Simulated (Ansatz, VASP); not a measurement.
## Two plane-wave programs on MnS

File INCAR:

```
SYSTEM = MnS
PREC = Accurate
ENCUT = 520
EDIFF = 1E-6
ISMEAR = 0
SIGMA = 0.05
LREAL = .FALSE.
LASPH = .TRUE.
NELM = 100
ALGO = Normal
ISIF = 2
LWAVE = .FALSE.
LCHARG = .TRUE.
GGA = PE
LELF = .TRUE.
LVHAR = .TRUE.
NBANDS = 16
```

KPOINTS

```
Automatic mesh
0
G
  12 12 12
  0 0 0
```

The input POSCAR:

```
MnS
1.0
    0.0000000000      2.3142862810      2.3142862810
    2.3142862810      0.0000000000      2.3142862810
    2.3142862810      2.3142862810      0.0000000000
Mn S
1 1
Direct
    0.0000000000      0.0000000000      0.0000000000
    0.5000000000      0.5000000000      0.5000000000
```

Input for Ansatz:

```yaml
crystal:
  lattice:
    - [0.0, 2.314286281, 2.314286281]
    - [2.314286281, 0.0, 2.314286281]
    - [2.314286281, 2.314286281, 0.0]
  atoms:
    - { symbol: Mn, position: [0.0, 0.0, 0.0] }
    - { symbol: S, position: [0.5, 0.5, 0.5] }
basis:
  ecutwfc: 420
  ecutrho_ratio: 4
kpoints:
  mp_grid: { grid: [12, 12, 12] }
hamiltonian:
  xc: pbe
scf:
  occupations: { method: gaussian, width: 0.05 }
output:
  forces: true
  stress: true
  eigenvalues: true
```

Alike in both runs: task single point; functional PBE; k mesh 12 × 12 × 12; occupations gaussian, width 0.05 eV; no spin polarisation.

|  | VASP | Ansatz |
| --- | --- | --- |
| version | VASP 6.6.1 | Ansatz 0.2.0 |
| potentials or method | VASP PAW PBE potentials, release 64 (Mn_pv, S), cutoff 520 eV | scalar-relativistic, plane waves, PAW |
| valence electrons in the cell | 19 | 21 |

```tsv
	VASP	Ansatz	Ansatz less VASP
gap on the k mesh at the Fermi level (eV)	none	none	-
pressure (GPa)	7.1	6.9	-0.16
```

A gap of «none» marks a metal or a gap that the smearing closes. With one functional, cell and mesh, what is left measures potentials, basis and numerics. VASP's potentials hold 19 valence electrons a cell and Ansatz's 21, so a difference there can come from the potentials and not from the codes.
